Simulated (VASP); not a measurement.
# Al (C2/m) in VASP: further runs

Runs on Al. Level: PBEsol. Tasks: single point.

Everything below comes from runs of VASP 6.6.1. Logs are shortened: lines on timing, memory, paths and dates and some standing lists are left out, and cuts for length are marked.

### Step 1. The cell of the first run

It takes space group C2/m (No. 12, monoclinic). Conventional cell: a = 3.213 Å, b = 4.544 Å, c = 9.110 Å, α = 90.00°, β = 94.04°, γ = 90.00°. Al (site symmetry m) has 14 Al at 2.47 to 3.28 Å within 3.3 Å. Within 3.7 Å of Al (site symmetry m) lie 14 Al at 2.78 to 3.21 Å.

### Step 2. Single point, PBEsol

The input, INCAR:

```
SYSTEM = Al
  PREC = Accurate
  ENCUT = 520
  EDIFF = 1E-6
  ISMEAR = 0
  SIGMA = 0.15
  LREAL = .FALSE.
  LASPH = .TRUE.
  NELM = 80
  ALGO = Fast
  ISIF = 2
  LWAVE = .FALSE.
  LCHARG = .TRUE.
  GGA = PS
  LELF = .TRUE.
  LVHAR = .TRUE.
  NBANDS = 14
```

The input, KPOINTS:

```
Automatic mesh
0
G
  22 22 7
  0 0 0
```

The input, POSCAR:

```
Al
1.0
   -1.6064390039      1.6064390039     -1.6064390039
   -1.6064390039     -1.6064390039      1.6064390039
   -0.6425756016      6.4257560155      6.4257560155
Al
4
Direct
   -0.1750000000     -0.1750000000      0.8750000000
    0.4750000000      0.4750000000      0.1250000000
   -0.0750000000     -0.0750000000      0.3750000000
    0.3750000000      0.3750000000      0.6250000000
```

Potentials or basis: VASP PAW PBE potentials, release 64 (Al).

Run with:

```
cat potpaw_PBE.64/Al/POTCAR > POTCAR
mpirun -np 1 vasp_std > vasp.out
```

OUTCAR:

```text
SYSTEM = Al
   PREC = Accurate
   ENCUT = 520
   EDIFF = 1E-6
   ISMEAR = 0
   LREAL = .FALSE.
   LASPH = .TRUE.
   NELM = 80
   ISIF = 2
   GGA = PS

 ion  position               nearest neighbor table
   1  0.825  0.825  0.875-   2 2.47   4 2.78   4 2.78   2 3.20   4 3.21   4 3.21   2 3.28   2 3.28

   2  0.475  0.475  0.125-   1 2.47   3 2.78   3 2.78   1 3.20   3 3.21   3 3.21   1 3.28   1 3.28

   3  0.925  0.925  0.375-   4 2.78   2 2.78   2 2.78   4 2.78   2 3.21   4 3.21   4 3.21   2 3.21

   4  0.375  0.375  0.625-   3 2.78   1 2.78   3 2.78   1 2.78   3 3.21   1 3.21   1 3.21   3 3.21

  LATTYP: Found a base centered monoclinic cell.
 ALAT       =     3.2128780078
 B/A-ratio  =     1.4142135624
 C/A-ratio  =     2.8354893757
 COS(beta)  =    -0.0705345616

  Lattice vectors:

 A1 = (   1.6064390039,  -1.6064390039,   1.6064390039)
 A2 = (   1.6064390039,   1.6064390039,  -1.6064390039)
 A3 = (  -0.6425756016,   6.4257560155,   6.4257560155)

Analysis of symmetry for initial positions (statically):
=====================================================================
 Subroutine PRICEL returns:
 Original cell was already a primitive cell.

 Routine SETGRP: Setting up the symmetry group for a
 base centered monoclinic supercell.

 Subroutine GETGRP returns: Found  4 space group operations
 (whereof  2 operations were pure point group operations)
 out of a pool of  4 trial point group operations.

The static configuration has the point symmetry C_1h.
 The point group associated with its full space group is C_2h.

Analysis of symmetry for dynamics (positions and initial velocities):
=====================================================================
 Subroutine PRICEL returns:
 Original cell was already a primitive cell.

 Routine SETGRP: Setting up the symmetry group for a
 base centered monoclinic supercell.

 Subroutine GETGRP returns: Found  4 space group operations
 (whereof  2 operations were pure point group operations)
 out of a pool of  4 trial point group operations.

The dynamic configuration has the point symmetry C_1h.
 The point group associated with its full space group is C_2h.

 Subroutine INISYM returns: Found  4 space group operations
 (whereof  2 operations are pure point group operations),
 and found     1 'primitive' translations

----------------------------------------------------------------------------------------

                                     Primitive cell

  volume of cell :      66.3304

  direct lattice vectors                    reciprocal lattice vectors
    -1.606439004  1.606439004 -1.606439004    -0.311247423  0.140061340 -0.171186083
[... 102 lines left out ...]
   NUPDOWN=      -1.0000    fix difference up-down
   EMIN   =  10.00;   EMAX   =-10.00  energy-range for DOS
   EFERMI =   0.00;   METHOD = LEGACY
   ISMEAR =     0;   SIGMA  =   0.15  broadening in eV -4-tet -1-fermi 0-gaus
   EFERMI_NEDOS =   21; number of points for ismear=-14 and -15
   IALGO  =     68    algorithm
   IMIX   =      4    mixing-type and parameters
     AMIX     =   0.40;   BMIX     =  1.00
     AMIX_MAG =   1.60;   BMIX_MAG =  1.00
  volume/ion in A,a.u.               =      16.58       111.90
  Fermi-wavevector in a.u.,A,eV,Ry     =   0.925901  1.749698 11.664164  0.857292
  Thomas-Fermi vector in A             =   2.051805
   LORBIT       =      0    0 simple, 1 ext, 2 COOP (PROOUT), +10 PAW based schemes
   GGA     = PS    functional components
   LHFCALC =     F    Hartree Fock is set to
   AEXX    =    0.0000 exact exchange contribution
   IVDW    =     0    specifies the selected vdW correction
   LEPSILON=     F    determine dielectric tensor
   LRPA    =     F    only Hartree local field effects (RPA)
 non-spin polarized calculation
 RMM-DIIS sequential band-by-band and
 Gauss-broadening in eV      SIGMA  =   0.15
  energy-cutoff  :      520.00
  volume of cell :       66.33
 maximum number of plane-waves:      1810
 NGX is ok and might be reduce to    24
   NGX = 11   NGY = 11   NGZ = 33

 number of electron      12.0000000 magnetization

 Free energy of the ion-electron system (eV)
  ---------------------------------------------------
  ext. energy  EPLUGINS =         0.00000000
  ---------------------------------------------------
  free energy    TOTEN  =       -15.79669615 eV

  energy without entropy =      -15.77762468  energy(sigma->0) =      -15.78716041

 E-fermi :   7.8777     XC(G=0): -10.2364

 val. band max:        7.8773429662   @ k =   0.4091   0.1364   0.2857
 cond. band min:       7.8780649276   @ k =  -0.3182   0.3636   0.1429
 fundamental gap:      0.0007219614
 Fermi energy:         7.8777370218

 k-point     1 :       0.0000    0.0000    0.0000
  band No.  band energies     occupation
      1      -3.2006      2.00000
      2      -1.4248      2.00000
      3      -1.4140      2.00000
      4       3.5665      2.00000
      5       4.0467      2.00000
      6      12.0273      0.00000
      7      12.1842      0.00000
      8      16.1815      0.00000
      9      16.2600      0.00000
     10      17.0730      0.00000
     11      17.1408      0.00000
     12      17.7893      0.00000
     13      17.8278      0.00000
     14      18.1218      0.00000
[... 377 lines left out ...]
      1       0.9383      2.00000
      2       2.3863      2.00000
      3       2.9220      2.00000
      4       3.4687      2.00000
      5       4.7795      2.00000
      6       5.6240      2.00000
      7       7.1633      2.00000
      8       8.4570      0.00000
      9       9.4002      0.00000
     10      11.0539      0.00000
     11      14.4397      0.00000
     12      14.6116      0.00000
     13      15.1355      0.00000
     14      16.6376      0.00000

 [... further k-points ...]
[... 5 lines left out ...]
  --------------------------------------------------------------------------------------
  -------------------------------------------------------------------------------------
  Total        0.0834131      0.9669833      0.9669833      0.7951861      0.8672920      0.7951861
  in kB        2.0148006     23.3569879     23.3569879     19.2073143     20.9489974     19.2073144
  external PRESSURE =      16.2429255 kB  Pullay stress =       0.0000000 kB

 VOLUME and BASIS-vectors are now :
 -----------------------------------------------------------------------------
  energy-cutoff  :      520.00
  volume of cell :       66.33
      direct lattice vectors                 reciprocal lattice vectors
    -1.606439004  1.606439004 -1.606439004    -0.311247423  0.140061340 -0.171186083
    -1.606439004 -1.606439004  1.606439004    -0.311247423 -0.171186083  0.140061340
    -0.642575602  6.425756016  6.425756016     0.000000000  0.077811856  0.077811856

 POSITION                                       TOTAL-FORCE (eV/Angst)
 -----------------------------------------------------------------------------------
     -3.21288      5.62254      5.62254        -0.573784     -0.592044     -0.592044
     -1.60644      0.80322      0.80322         0.573784      0.592044      0.592044
     -3.21288      2.40966      2.40966        -0.026927     -0.020666     -0.020666
     -1.60644      4.01610      4.01610         0.026927      0.020666      0.020666
 -----------------------------------------------------------------------------------
    total drift:                                0.000001     -0.000000     -0.000000

  FREE ENERGIE OF THE ION-ELECTRON SYSTEM (eV)
  ---------------------------------------------------
  free  energy   TOTEN  =       -15.7966961496 eV

  energy  without entropy=      -15.7776246787  energy(sigma->0) =      -15.78716041
```

OSZICAR:

```text
N       E                     dE             d eps       ncg     rms          rms(c)
DAV:   1     0.486491539172E+01    0.48649E+01   -0.42666E+03 24976   0.682E+02
DAV:   2    -0.152691084193E+02   -0.20134E+02   -0.18578E+02 32702   0.866E+01
DAV:   3    -0.159127024915E+02   -0.64359E+00   -0.63606E+00 32430   0.128E+01
DAV:   4    -0.159170264080E+02   -0.43239E-02   -0.43229E-02 29798   0.131E+00
DAV:   5    -0.159170751432E+02   -0.48735E-04   -0.48736E-04 32780   0.143E-01    0.274E+00
RMM:   6    -0.158430645039E+02    0.74011E-01   -0.10529E-02 25470   0.475E-01    0.157E+00
RMM:   7    -0.157986966116E+02    0.44368E-01   -0.18033E-02 25793   0.638E-01    0.209E-01
RMM:   8    -0.157969886747E+02    0.17079E-02   -0.13096E-03 27187   0.205E-01    0.177E-01
RMM:   9    -0.157967433561E+02    0.24532E-03   -0.31466E-04 28166   0.106E-01    0.357E-02
RMM:  10    -0.157966947950E+02    0.48561E-04   -0.11483E-04 28299   0.583E-02    0.423E-02
RMM:  11    -0.157966979999E+02   -0.32049E-05   -0.25101E-05 29310   0.345E-02    0.991E-03
RMM:  12    -0.157966962385E+02    0.17615E-05   -0.58477E-06 28896   0.146E-02    0.247E-03
RMM:  13    -0.157966961496E+02    0.88898E-07   -0.14221E-06 19577   0.823E-03
   1 F= -.15796696E+02 E0= -.15787160E+02  d E =-.190715E-01
```

stdout:

```text
POSCAR found type information on POSCAR Al
 POSCAR found :  1 types and       4 ions
 scaLAPACK will be used
 -----------------------------------------------------------------------------
|                                                                             |
|                                                                             |
|     You enforced a specific xc type in the INCAR file but a different       |
|     I HOPE YOU KNOW WHAT YOU ARE DOING!                                     |
|                                                                             |
 -----------------------------------------------------------------------------

 LDA part: xc-table for (Slater+PW92), standard interpolation
 POSCAR, INCAR and KPOINTS ok, starting setup
 FFT: planning ... GRIDC
 FFT: planning ... GRID_SOFT
 FFT: planning ... GRID
 WAVECAR not read
 entering main loop
```

It took 4.2 min on 1 thread of Intel Xeon 6975P-C (Granite Rapids), shared host; peak memory 0.67 GiB.

Results:

```yaml
Free_energy: -15.7967 eV
Pressure: 1.6 GPa
Largest_force: 1.015 eV/Å
Band_gap_on_the_k_mesh: zero (bands 6 and 7 overlap by 6.55 eV)
```

Forces on the atoms (eV/Å):
```
Al  -0.574 -0.592 -0.592
Al   0.574  0.592  0.592
Al  -0.027 -0.021 -0.021
Al   0.027  0.021  0.021
```

Caveat: the PAW data sets were made with another functional, which shifts forces and pressure a little.

### Step 3. Single point, PBEsol

The input, INCAR:

```
SYSTEM = Al
PREC = Accurate
ENCUT = 520
EDIFF = 1E-6
ISMEAR = 0
SIGMA = 0.15
LREAL = .FALSE.
LASPH = .TRUE.
NELM = 100
ALGO = Fast
ISIF = 2
LWAVE = .FALSE.
LCHARG = .TRUE.
GGA = PS
LELF = .TRUE.
LVHAR = .TRUE.
NBANDS = 14
```

The input, KPOINTS:

```
regular mesh
0
G
  22 22 7
  0 0 0
```

The input, POSCAR:

```
Al
1.0
   -1.6064390039      1.6064390039     -1.6064390039
   -1.6064390039     -1.6064390039      1.6064390039
   -1.2851512031      6.4257560155      6.4257560155
Al
4
Direct
   -0.3500000000     -0.3500000000      0.8750000000
    0.4500000000      0.4500000000      0.1250000000
   -0.1500000000     -0.1500000000      0.3750000000
    0.2500000000      0.2500000000      0.6250000000
```

Potentials or basis: VASP PAW PBE potentials, release 64 (Al).

Run with:

```
cat potpaw_PBE.64/Al/POTCAR > POTCAR
mpirun -np 1 vasp_std > vasp.out
```

OUTCAR:

```text
SYSTEM = Al
   PREC = Accurate
   ENCUT = 520
   EDIFF = 1E-6
   ISMEAR = 0
   LREAL = .FALSE.
   LASPH = .TRUE.
   NELM = 100
   ISIF = 2
   GGA = PS

 ion  position               nearest neighbor table
   1  0.650  0.650  0.875-   2 2.29   4 2.78   4 2.78   4 3.21   4 3.21
   2  0.450  0.450  0.125-   1 2.29   3 2.78   3 2.78   3 3.21   3 3.21
   3  0.850  0.850  0.375-   2 2.78   4 2.78   2 2.78   4 2.78   2 3.21   4 3.21   4 3.21   2 3.21

   4  0.250  0.250  0.625-   1 2.78   3 2.78   3 2.78   1 2.78   3 3.21   1 3.21   1 3.21   3 3.21

  LATTYP: Found a base centered monoclinic cell.
 ALAT       =     3.2128780078
 B/A-ratio  =     1.4142135624
 C/A-ratio  =     2.8565713714
 COS(beta)  =    -0.1400280084

  Lattice vectors:

 A1 = (   1.6064390039,  -1.6064390039,   1.6064390039)
 A2 = (   1.6064390039,   1.6064390039,  -1.6064390039)
 A3 = (  -1.2851512031,   6.4257560155,   6.4257560155)

Analysis of symmetry for initial positions (statically):
=====================================================================
 Subroutine PRICEL returns:
 Original cell was already a primitive cell.

 Routine SETGRP: Setting up the symmetry group for a
 base centered monoclinic supercell.

 Subroutine GETGRP returns: Found  4 space group operations
 (whereof  2 operations were pure point group operations)
 out of a pool of  4 trial point group operations.

The static configuration has the point symmetry C_1h.
 The point group associated with its full space group is C_2h.

Analysis of symmetry for dynamics (positions and initial velocities):
=====================================================================
 Subroutine PRICEL returns:
 Original cell was already a primitive cell.

 Routine SETGRP: Setting up the symmetry group for a
 base centered monoclinic supercell.

 Subroutine GETGRP returns: Found  4 space group operations
 (whereof  2 operations were pure point group operations)
 out of a pool of  4 trial point group operations.

The dynamic configuration has the point symmetry C_1h.
 The point group associated with its full space group is C_2h.

 Subroutine INISYM returns: Found  4 space group operations
 (whereof  2 operations are pure point group operations),
 and found     1 'primitive' translations

[... 129 lines left out ...]
 non-spin polarized calculation
 RMM-DIIS sequential band-by-band and
 Gauss-broadening in eV      SIGMA  =   0.15
  energy-cutoff  :      520.00
  volume of cell :       66.33
 maximum number of plane-waves:      1807
 NGX is ok and might be reduce to    24
   NGX = 11   NGY = 11   NGZ = 33

 number of electron      12.0000000 magnetization

 Free energy of the ion-electron system (eV)
  ---------------------------------------------------
  ext. energy  EPLUGINS =         0.00000000
  ---------------------------------------------------
  free energy    TOTEN  =       -15.42632766 eV

  energy without entropy =      -15.40825232  energy(sigma->0) =      -15.41728999

 E-fermi :   7.8412     XC(G=0): -10.2271

 val. band max:        7.8410317048   @ k =  -0.2273  -0.3182   0.1429
 cond. band min:       7.8425065855   @ k =  -0.2273   0.3636   0.2857
 fundamental gap:      0.0014748807
 Fermi energy:         7.8412069115

 k-point     1 :       0.0000    0.0000    0.0000
  band No.  band energies     occupation
      1      -3.2143      2.00000
      2      -1.4477      2.00000
      3      -1.4187      2.00000
      4       3.5126      2.00000
      5       4.0501      2.00000
      6      11.8140      0.00000
      7      12.1970      0.00000
      8      16.2981      0.00000
      9      16.4690      0.00000
     10      16.5142      0.00000
     11      16.6574      0.00000
     12      17.9100      0.00000
     13      18.1548      0.00000
     14      18.7163      0.00000
[... 377 lines left out ...]
      1       0.9513      2.00000
      2       2.1126      2.00000
      3       3.2019      2.00000
      4       3.5315      2.00000
      5       4.4095      2.00000
      6       6.0446      2.00000
      7       6.6918      2.00000
      8       8.6713      0.00000
      9       9.0040      0.00000
     10      11.8131      0.00000
     11      14.0088      0.00000
     12      14.3992      0.00000
     13      15.0545      0.00000
     14      16.0961      0.00000

 [... further k-points ...]
[... 5 lines left out ...]
  --------------------------------------------------------------------------------------
  -------------------------------------------------------------------------------------
  Total       -0.1836024      2.7717103      2.7717103      0.6524328      2.4650082      0.6524328
  in kB       -4.4348215     66.9492490     66.9492490     15.7591807     59.5410161     15.7591810
  external PRESSURE =      43.1545588 kB  Pullay stress =       0.0000000 kB

 VOLUME and BASIS-vectors are now :
 -----------------------------------------------------------------------------
  energy-cutoff  :      520.00
  volume of cell :       66.33
      direct lattice vectors                 reciprocal lattice vectors
    -1.606439004  1.606439004 -1.606439004    -0.311247423  0.124498969 -0.186748454
    -1.606439004 -1.606439004  1.606439004    -0.311247423 -0.186748454  0.124498969
    -1.285151203  6.425756016  6.425756016     0.000000000  0.077811856  0.077811856

 POSITION                                       TOTAL-FORCE (eV/Angst)
 -----------------------------------------------------------------------------------
     -3.21288      5.62254      5.62254        -0.441439     -1.749812     -1.749812
     -1.60644      0.80322      0.80322         0.441439      1.749812      1.749812
     -3.21288      2.40966      2.40966        -0.015585     -0.058184     -0.058184
     -1.60644      4.01610      4.01610         0.015585      0.058184      0.058184
 -----------------------------------------------------------------------------------
    total drift:                                0.000000      0.000000      0.000000

  FREE ENERGIE OF THE ION-ELECTRON SYSTEM (eV)
  ---------------------------------------------------
  free  energy   TOTEN  =       -15.4263276635 eV

  energy  without entropy=      -15.4082523228  energy(sigma->0) =      -15.41728999
```

OSZICAR:

```text
N       E                     dE             d eps       ncg     rms          rms(c)
DAV:   1     0.564236512163E+01    0.56424E+01   -0.43262E+03 24976   0.686E+02
DAV:   2    -0.148908197354E+02   -0.20533E+02   -0.18938E+02 32606   0.874E+01
DAV:   3    -0.155551149721E+02   -0.66430E+00   -0.65647E+00 32340   0.130E+01
DAV:   4    -0.155598558850E+02   -0.47409E-02   -0.47393E-02 29984   0.136E+00
DAV:   5    -0.155599102471E+02   -0.54362E-04   -0.54361E-04 32570   0.151E-01    0.287E+00
RMM:   6    -0.154731259594E+02    0.86784E-01   -0.18117E-02 25987   0.526E-01    0.162E+00
RMM:   7    -0.154340538930E+02    0.39072E-01   -0.12403E-02 25862   0.503E-01    0.514E-01
RMM:   8    -0.154267628325E+02    0.72911E-02   -0.32661E-03 27606   0.287E-01    0.159E-01
RMM:   9    -0.154263862901E+02    0.37654E-03   -0.51240E-04 28207   0.139E-01    0.896E-02
RMM:  10    -0.154263271986E+02    0.59092E-04   -0.15508E-04 28937   0.719E-02    0.716E-03
RMM:  11    -0.154263273204E+02   -0.12184E-06   -0.37965E-05 29223   0.437E-02    0.189E-02
RMM:  12    -0.154263276635E+02   -0.34305E-06   -0.99739E-06 29263   0.203E-02
   1 F= -.15426328E+02 E0= -.15417290E+02  d E =-.180753E-01
```

stdout:

```text
POSCAR found type information on POSCAR Al
 POSCAR found :  1 types and       4 ions
 scaLAPACK will be used
 -----------------------------------------------------------------------------
|                                                                             |
|                                                                             |
|     You enforced a specific xc type in the INCAR file but a different       |
|     I HOPE YOU KNOW WHAT YOU ARE DOING!                                     |
|                                                                             |
 -----------------------------------------------------------------------------

 LDA part: xc-table for (Slater+PW92), standard interpolation
 POSCAR, INCAR and KPOINTS ok, starting setup
 FFT: planning ... GRIDC
 FFT: planning ... GRID_SOFT
 FFT: planning ... GRID
 WAVECAR not read
 entering main loop
```

It took 4.4 min on 1 thread of Intel Xeon 6975P-C (Granite Rapids), shared host; peak memory 0.67 GiB.

What came out:

| Property | Result |
| --- | --- |
| Free energy | -15.4263 eV |
| Pressure | 4.3 GPa |
| Largest force | 2.514 eV/Å |
| Band gap on the k mesh | zero (bands 6 and 7 overlap by 6.77 eV) |

Forces in eV/Å, atoms in the order of the input:
```
Al  -0.441 -1.750 -1.750
Al   0.441  1.750  1.750
Al  -0.016 -0.058 -0.058
Al   0.016  0.058  0.058
```

Stress tensor (GPa, compression positive):
```
-0.44  1.58  1.58
 1.58  6.69  5.95
 1.58  5.95  6.69
```

Caveat: the cell stands under pressure; the PAW data sets were made with another functional, which shifts forces and pressure a little.
